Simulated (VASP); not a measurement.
Here is a VASP 6.6.1 calculation.

INCAR

```
SYSTEM = CuSi16
PREC = Accurate
ENCUT = 520
EDIFF = 1E-6
ISMEAR = 0
SIGMA = 0.05
LREAL = .FALSE.
LASPH = .TRUE.
NELM = 200
ALGO = Normal
ISIF = 2
LWAVE = .FALSE.
LCHARG = .FALSE.
ISPIN = 2
MAGMOM = 0 0 0 0 0 0 0 0 0 0 0 0 0 0 0 0 0
LORBIT = 11
LMAXMIX = 4
GGA = PE
IVDW = 12
NBANDS = 56
GGA_COMPAT = .FALSE.
```

KPOINTS

```
Automatic mesh
0
G
  2 2 2
  0 0 0
```

The input POSCAR:

```
CuSi16
1.0
    0.0000000000      5.4300000000      5.4300000000
    5.4300000000      0.0000000000      5.4300000000
    5.4300000000      5.4300000000      0.0000000000
Si Cu
16 1
Direct
   -0.0169731123      0.0034784530      0.0066499079
    0.1186364641      0.1214696133      0.1417158379
    0.0114418048     -0.0332324125      0.5108001842
    0.1186395028      0.1214674954      0.6179868324
   -0.0005773481      0.4936832413      0.0079198895
    0.1169324125      0.6312399632      0.1258187845
   -0.0005771639      0.4936815838      0.4987836096
    0.1352237569      0.5954383057      0.6345727440
    0.5072978821      0.0034842541      0.0066433702
    0.6141559853      0.1586290976      0.1135110497
    0.5072967772      0.0034849908      0.4823813076
    0.6423589319      0.1214662983      0.6179902394
    0.4903626151      0.5300197053     -0.0102887661
    0.6264595764      0.6312455801      0.1258188766
    0.5085703499      0.4936802947      0.4987791897
    0.6264616022      0.6312466851      0.6162807551
    0.3137858195      1.0597449355      0.8131383057
```

Potentials or basis: VASP PAW PBE potentials, release 64 (Si, Cu).

The run is started by

```console
$ cat potpaw_PBE.64/Si/POTCAR potpaw_PBE.64/Cu/POTCAR > POTCAR
$ mpirun -np 1 vasp_std > vasp.out
```

Estimate the net moment.

0.00 μB per cell.

What does it give for the dispersion energy per atom?

-0.334 eV.

Estimate the largest force.

0.026 eV/Å.

Stress tensor (GPa, compression positive):
```
 1.46 -0.19  0.19
-0.19  1.46 -0.19
 0.19 -0.19  1.46
```

Caveat: the k points lie up to 0.50 Å⁻¹ apart.
